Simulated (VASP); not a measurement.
# Si (P6_3/mmc) in VASP: a series of runs

Si is run at these levels: r2SCAN; tasks: single point.

Everything below comes from runs of VASP 6.6.1. Logs are shortened: lines on timing, memory, paths and dates and some standing lists are left out, and cuts for length are marked.

**1. The cell of the first run**

Symmetry: P6_3/mmc, No. 194, hexagonal system. Conventional cell: a = 2.250 Å, b = 2.250 Å, c = 3.552 Å, α = 90.00°, β = 90.00°, γ = 120.00°. Within 2.9 Å of Si (site symmetry -6m2) lie 12 Si at 2.20 to 2.25 Å.

This isn't the form of Si at room conditions, which is diamond.

**2. Single point, r2SCAN**

Input file POSCAR:

```
Si
1.0
    2.2500609524      0.0000000000      0.0000000000
   -1.1250304762      1.9486099449      0.0000000000
    0.0000000000      0.0000000000      3.5517198303
Si
2
Direct
    0.3333333333      0.6666666667      0.2500000000
    0.6666666667      0.3333333333      0.7500000000
```

Input file INCAR.step1:

```
  PREC = Accurate
  ENCUT = 520
  ISMEAR = 0
  SIGMA = 0.1
  LREAL = False
  LASPH = True
  NELM = 100
  NBANDS = 11
  GGA = PE
  ALGO = Normal
  EDIFF = 1E-4
  LWAVE = True
  LCHARG = False
```

Input file INCAR.step2:

```
  PREC = Accurate
  ENCUT = 520
  EDIFF = 1E-6
  ISMEAR = 0
  SIGMA = 0.1
  LREAL = False
  LASPH = True
  NELM = 100
  ALGO = Normal
  ISIF = 2
  LWAVE = False
  LCHARG = False
  METAGGA = R2SCAN
  LMIXTAU = True
  NBANDS = 11
  ISTART = 1
```

Input file KPOINTS:

```
Automatic mesh
0
Gamma
  12 12 6
```

Potentials or basis: VASP PAW PBE potentials, release 64 (Si).

The run is started by

```
$ cat potpaw_PBE.64/Si/POTCAR > POTCAR
$ cp INCAR.step1 INCAR
$ mpirun -np 1 vasp_std > vasp.out
$ cp INCAR.step2 INCAR
$ mpirun -np 1 vasp_std > vasp.out
```

OUTCAR:

```text
PREC = Accurate
   ENCUT = 520
   EDIFF = 1E-6
   ISMEAR = 0
   LREAL = False
   LASPH = True
   NELM = 100
   ISIF = 2
   METAGGA = R2SCAN
   ISTART = 1

 ion  position               nearest neighbor table
   1  0.333  0.667  0.250-   2 2.20   2 2.20   2 2.20   2 2.20   2 2.20   2 2.20   2 3.15   2 3.15
                             2 3.15   2 3.15   2 3.15   2 3.15
   2  0.667  0.333  0.750-   1 2.20   1 2.20   1 2.20   1 2.20   1 2.20   1 2.20   1 3.15   1 3.15
                             1 3.15   1 3.15   1 3.15   1 3.15

  LATTYP: Found a hexagonal cell.
 ALAT       =     2.2500609524
 C/A-ratio  =     1.5784993853

  Lattice vectors:

 A1 = (   2.2500609524,   0.0000000000,   0.0000000000)
 A2 = (  -1.1250304762,   1.9486099449,   0.0000000000)
 A3 = (   0.0000000000,   0.0000000000,   3.5517198303)

Analysis of symmetry for initial positions (statically):
=====================================================================
 Subroutine PRICEL returns:
 Original cell was already a primitive cell.

 Routine SETGRP: Setting up the symmetry group for a
 hexagonal supercell.

 Subroutine GETGRP returns: Found 24 space group operations
 (whereof 12 operations were pure point group operations)
 out of a pool of 24 trial point group operations.

The static configuration has the point symmetry D_3d.
 The point group associated with its full space group is D_6h.

Analysis of symmetry for dynamics (positions and initial velocities):
=====================================================================
 Subroutine PRICEL returns:
 Original cell was already a primitive cell.

 Routine SETGRP: Setting up the symmetry group for a
 hexagonal supercell.

 Subroutine GETGRP returns: Found 24 space group operations
 (whereof 12 operations were pure point group operations)
 out of a pool of 24 trial point group operations.

The dynamic configuration has the point symmetry D_3d.
 The point group associated with its full space group is D_6h.

 Subroutine INISYM returns: Found 24 space group operations
 (whereof 12 operations are pure point group operations),
 and found     1 'primitive' translations

----------------------------------------------------------------------------------------

                                     Primitive cell

  volume of cell :      15.5725

  direct lattice vectors                    reciprocal lattice vectors
     2.250060952  0.000000000  0.000000000     0.444432405  0.256593169  0.000000000
    -1.125030476  1.948609945  0.000000000     0.000000000  0.513186337  0.000000000
     0.000000000  0.000000000  3.551719830     0.000000000  0.000000000  0.281553740

  length of vectors
     2.250060952  2.250060952  3.551719830     0.513186337  0.513186337  0.281553740

  position of ions in fractional coordinates (direct lattice)
     0.333333333  0.666666667  0.250000000
     0.666666667  0.333333333  0.750000000

  ion indices of the primitive-cell ions
   primitive index   ion index
                 1           1
                 2           2

----------------------------------------------------------------------------------------

 KPOINTS: Automatic mesh

Automatic generation of k-mesh.
 Grid dimensions read from file:
 generate k-points for:   12   12    6

 Generating k-lattice:

  Cartesian coordinates                     Fractional coordinates (reciprocal lattice)
     0.037036034  0.021382764  0.000000000     0.083333333  0.000000000  0.000000000
     0.000000000  0.042765528  0.000000000     0.000000000  0.083333333  0.000000000
     0.000000000  0.000000000  0.046925623     0.000000000  0.000000000  0.166666667

  Length of vectors
     0.042765528  0.042765528  0.046925623

  Shift w.r.t. Gamma in fractional coordinates (k-lattice)
     0.000000000  0.000000000  0.000000000

 Subroutine IBZKPT returns following result:
 ===========================================

 Found     76 irreducible k-points:

 Following reciprocal coordinates:
            Coordinates               Weight
  0.000000  0.000000  0.000000      1.000000
  0.083333 -0.000000  0.000000      6.000000
  0.166667  0.000000  0.000000      6.000000
  0.250000 -0.000000  0.000000      6.000000
  0.333333 -0.000000  0.000000      6.000000
  0.416667 -0.000000  0.000000      6.000000
[... 16 lines left out ...]
  0.250000 -0.000000  0.166667     12.000000
  0.333333 -0.000000  0.166667     12.000000
 [... further k-points ...]
   k-points           NKPTS =     76   k-points in BZ     NKDIM =     76   number of bands    NBANDS=     11
   number of dos      NEDOS =    301   number of ions     NIONS =      2
   total plane-waves  NPLWV =   9072
   dimension x,y,z NGX =    18 NGY =   18 NGZ =   28
   dimension x,y,z NGXF=    36 NGYF=   36 NGZF=   56
   ions per type =               2
   NGX,Y,Z   is equivalent  to a cutoff of  13.30, 13.30, 13.11 a.u.
   NGXF,Y,Z  is equivalent  to a cutoff of  26.60, 26.60, 26.21 a.u.
 SYSTEM =  unknown system
   PREC   = accura    normal or accurate (medium, high low for compatibility)
   ISTART =      1    job   : 0-new  1-cont  2-samecut
   ICHARG =      0    charge: 1-file 2-atom 10-const
   ISPIN  =      1    spin polarized calculation?
   LNONCOLLINEAR =      F non collinear calculations
   LSORBIT =      F    spin-orbit coupling
   LASPH  =      T    aspherical Exc in radial PAW
   ENCUT  =  520.0 eV  38.22 Ry    6.18 a.u.   4.18  4.18  6.60*2*pi/ulx,y,z
   NELM   =    100;   NELMIN=  2; NELMDL=  0     # of ELM steps
   EDIFF  = 0.1E-05   stopping-criterion for ELM
   LREAL  =      F    real-space projection
[... 7 lines left out ...]
   TEBEG  =    0.0;   TEEND  =   0.0 temperature during run
   PSTRESS=    0.0 pullay stress
   NELECT =       8.0000    total number of electrons
   NUPDOWN=      -1.0000    fix difference up-down
   EMIN   =  10.00;   EMAX   =-10.00  energy-range for DOS
   EFERMI =   0.00;   METHOD = LEGACY
   ISMEAR =     0;   SIGMA  =   0.10  broadening in eV -4-tet -1-fermi 0-gaus
   EFERMI_NEDOS =   21; number of points for ismear=-14 and -15
   IALGO  =     38    algorithm
   IMIX   =      4    mixing-type and parameters
     AMIX     =   0.40;   BMIX     =  1.00
     AMIX_MAG =   1.60;   BMIX_MAG =  1.00
  volume/ion in A,a.u.               =       7.79        52.54
  Fermi-wavevector in a.u.,A,eV,Ry     =   1.311149  2.477713 23.389950  1.719113
  Thomas-Fermi vector in A             =   2.441631
   LORBIT       =      0    0 simple, 1 ext, 2 COOP (PROOUT), +10 PAW based schemes
   METAGGA = R2SCAN    functional components
   LHFCALC =     F    Hartree Fock is set to
   AEXX    =    0.0000 exact exchange contribution
   IVDW    =     0    specifies the selected vdW correction
   LEPSILON=     F    determine dielectric tensor
   LRPA    =     F    only Hartree local field effects (RPA)
 non-spin polarized calculation
 Gauss-broadening in eV      SIGMA  =   0.10
  energy-cutoff  :      520.00
  volume of cell :       15.57
 maximum number of plane-waves:       446
 NGX is ok and might be reduce to    18
   NGX =  9   NGY =  9   NGZ = 13

 number of electron       8.0000000 magnetization

 Free energy of the ion-electron system (eV)
  ---------------------------------------------------
  ext. energy  EPLUGINS =         0.00000000
  ---------------------------------------------------
  free energy    TOTEN  =       -11.50631029 eV

  energy without entropy =      -11.50325375  energy(sigma->0) =      -11.50478202

 E-fermi :  20.3908     XC(G=0): -14.7531

 val. band max:       20.3448614197   @ k =   0.3333   0.0833   0.1667
 cond. band min:      20.4215551267   @ k =   0.4167   0.1667   0.0000
 fundamental gap:      0.0766937070
 Fermi energy:        20.3908293748

 k-point     1 :       0.0000    0.0000    0.0000
  band No.  band energies     occupation
      1      -1.9022      2.00000
      2       8.6289      2.00000
      3      10.8267      2.00000
      4      33.3785      0.00000
      5      33.3785      0.00000
      6      34.1305      0.00000
      7      34.1305      0.00000
      8      35.9549      0.00000
      9      40.6693      0.00000
     10      41.2923      0.00000
     11      41.2923      0.00000

 k-point     2 :       0.0833   -0.0000    0.0000
  band No.  band energies     occupation
      1      -1.6255      2.00000
      2       8.8784      2.00000
      3      11.0721      2.00000
      4      29.3437      0.00000
      5      31.4013      0.00000
      6      33.2058      0.00000
      7      36.3918      0.00000
      8      37.7822      0.00000
      9      38.4299      0.00000
     10      40.0317      0.00000
     11      41.7785      0.00000

 k-point     3 :       0.1667    0.0000    0.0000
  band No.  band energies     occupation
      1      -0.7991      2.00000
      2       9.6280      2.00000
      3      11.7835      2.00000
      4      24.4784      0.00000
      5      29.4928      0.00000
      6      30.6751      0.00000
      7      33.7248      0.00000
      8      37.3729      0.00000
      9      37.9926      0.00000
     10      38.5818      0.00000
     11      40.7288      0.00000

 k-point     4 :       0.2500   -0.0000    0.0000
  band No.  band energies     occupation
      1       0.5662      2.00000
      2      10.8803      2.00000
      3      12.8312      2.00000
      4      20.0322      2.00000
      5      27.9538      0.00000
      6      28.0017      0.00000
      7      29.0757      0.00000
      8      35.0846      0.00000
      9      36.2161      0.00000
     10      38.8973      0.00000
     11      40.7212      0.00000

 k-point     5 :       0.3333   -0.0000    0.0000
  band No.  band energies     occupation
      1       2.4521      2.00000
      2      12.6386      2.00000
      3      13.2884      2.00000
      4      17.0201      2.00000
      5      24.8071      0.00000
      6      25.2093      0.00000
      7      26.9380      0.00000
      8      33.0873      0.00000
      9      34.9002      0.00000
     10      38.4427      0.00000
     11      40.5076      0.00000
[... 211 lines left out ...]
 k-point    21 :       0.0833   -0.0000    0.1667
  band No.  band energies     occupation
      1      -1.2933      2.00000
      2       6.3728      2.00000
      3      14.1198      2.00000
      4      29.5482      0.00000
      5      31.6374      0.00000
      6      32.9983      0.00000
      7      34.4858      0.00000
      8      36.0440      0.00000
      9      38.2372      0.00000
     10      39.3495      0.00000
     11      40.9535      0.00000

 k-point    22 :       0.1667    0.0000    0.1667
  band No.  band energies     occupation
      1      -0.4691      2.00000
      2       7.1416      2.00000
      3      14.7912      2.00000
      4      24.7512      0.00000
      5      29.7445      0.00000
      6      30.0102      0.00000
      7      32.7081      0.00000
      8      35.7379      0.00000
      9      36.8366      0.00000
     10      38.9170      0.00000
     11      40.5256      0.00000

 k-point    23 :       0.2500   -0.0000    0.1667
  band No.  band energies     occupation
      1       0.8925      2.00000
      2       8.4052      2.00000
      3      15.7078      2.00000
      4      20.4286      0.59350
      5      26.1610      0.00000
      6      28.2572      0.00000
      7      30.1669      0.00000
      8      34.3623      0.00000
      9      35.9010      0.00000
     10      37.1826      0.00000
     11      41.2327      0.00000

 k-point    24 :       0.3333   -0.0000    0.1667
  band No.  band energies     occupation
      1       2.7730      2.00000
      2      10.0935      2.00000
      3      14.9596      2.00000
      4      18.6654      2.00000
      5      22.2900      0.00000
      6      27.1936      0.00000
      7      27.6041      0.00000
      8      33.2385      0.00000
      9      33.7952      0.00000
     10      36.9215      0.00000
     11      40.6592      0.00000

 [... further k-points ...]

------------------------ aborting loop because EDIFF is reached ----------------------------------------

  FORCE on cell =-STRESS in cart. coord.  units (eV):
  Direction    XX          YY          ZZ          XY          YZ          ZX
  --------------------------------------------------------------------------------------
  -------------------------------------------------------------------------------------
  Total       18.7681469     18.7681469     22.9645874      0.0000000     -0.0000000      0.0000000
  in kB     1930.9635655   1930.9635656   2362.7149623      0.0000000     -0.0000000      0.0000000
  external PRESSURE =    2074.8806978 kB  Pullay stress =       0.0000000 kB

 VOLUME and BASIS-vectors are now :
 -----------------------------------------------------------------------------
  energy-cutoff  :      520.00
  volume of cell :       15.57
      direct lattice vectors                 reciprocal lattice vectors
     2.250060952  0.000000000  0.000000000     0.444432405  0.256593169  0.000000000
    -1.125030476  1.948609945  0.000000000     0.000000000  0.513186337  0.000000000
     0.000000000  0.000000000  3.551719830     0.000000000  0.000000000  0.281553740

 POSITION                                       TOTAL-FORCE (eV/Angst)
 -----------------------------------------------------------------------------------
     -0.00000      1.29907      0.88793        -0.000000      0.000000      0.000000
      1.12503      0.64954      2.66379         0.000000     -0.000000      0.000000
 -----------------------------------------------------------------------------------
    total drift:                                0.000000     -0.000000      0.000000

  FREE ENERGIE OF THE ION-ELECTRON SYSTEM (eV)
  ---------------------------------------------------
  free  energy   TOTEN  =       -11.5063102914 eV

  energy  without entropy=      -11.5032537538  energy(sigma->0) =      -11.50478202
```

Run time: 68 s. Hardware: 1 thread of Intel Xeon 8259CL, shared host; peak memory 0.13 GiB.

What came out:

- Free energy: -11.5063 eV
- Pressure: 207.5 GPa
- Band gap on the k mesh: zero (bands 4 and 5 overlap by 17.17 eV)

Caveat: the cell stands under pressure; the PAW data sets were made with another functional, which shifts forces and pressure a little.

**3. Single point, r2SCAN**

This run uses another cell than the first one, of 13.73 Å³/atom.

Input file POSCAR:

```
Si
1.0
    2.6395788707      0.0000000000      0.0000000000
   -1.3197894354      2.2859423573      0.0000000000
    0.0000000000      0.0000000000      4.5518771231
Si
2
Direct
    0.3333333333      0.6666666667      0.2500000000
    0.6666666667      0.3333333333      0.7500000000
```

Input file INCAR.step1:

```
SYSTEM = Si
ALGO = Normal
EDIFF = 1E-4
ENCUT = 520
GGA = PE
ISMEAR = 0
LASPH = .True.
LCHARG = .False.
LREAL = .False.
LWAVE = .True.
NBANDS = 11
NELM = 100
PREC = Accurate
SIGMA = 0.1
```

Input file INCAR.step2:

```
SYSTEM = Si
ALGO = Normal
EDIFF = 1E-7
ENCUT = 520
ISIF = 2
ISMEAR = 0
ISTART = 1
LASPH = .True.
LCHARG = .False.
LMIXTAU = .True.
LREAL = .False.
LWAVE = .False.
METAGGA = R2SCAN
NBANDS = 11
NELM = 100
PREC = Accurate
SIGMA = 0.1
```

Input file KPOINTS:

```
k-points
0
Gamma
  18 18 10
  0 0 0
```

Potentials or basis: VASP PAW PBE potentials, release 64 (Si).

The run is started by

```
$ cat potpaw_PBE.64/Si/POTCAR > POTCAR
$ cp INCAR.step1 INCAR
$ mpirun -np 1 vasp_std > vasp.out
$ cp INCAR.step2 INCAR
$ mpirun -np 1 vasp_std > vasp.out
```

Run time: 3.7 min. Hardware: 1 thread of Intel Xeon 8259CL, shared host; peak memory 0.18 GiB.

The run converged. Its results:

- Free energy: -16.1431 eV
- Pressure: 0.1 GPa
- Band gap on the k mesh: zero (bands 4 and 5 overlap by 14.27 eV)

Stress tensor (GPa, compression positive):
```
0.02 0.00 0.00
0.00 0.02 0.00
0.00 0.00 0.12
```

Levels at points of the mesh, in eV from the Fermi level:
| k point | band 1 | band 2 | band 3 | band 4 | band 5 | band 6 | band 7 | band 8 | band 9 |
| --- | --- | --- | --- | --- | --- | --- | --- | --- | --- |
| (0.00, 0.00, 0.00) | -15.87 | -8.99 | -8.07 | 10.22 | 10.22 | 11.20 | 11.32 | 11.34 | 11.34 |
| (0.50, 0.00, 0.00) | -8.84 | -8.36 | -2.22 | -1.82 | -1.53 | -0.16 | 4.34 | 6.64 | 9.75 |
| (0.00, 0.00, 0.50) | -14.02 | -14.02 | 0.29 | 0.29 | 11.68 | 11.68 | 11.68 | 11.68 | 13.04 |
| (0.50, 0.00, 0.50) | -7.15 | -7.15 | -6.44 | -6.44 | 5.94 | 5.94 | 6.18 | 6.18 | 7.04 |

Caveat: the PAW data sets were made with another functional, which shifts forces and pressure a little.
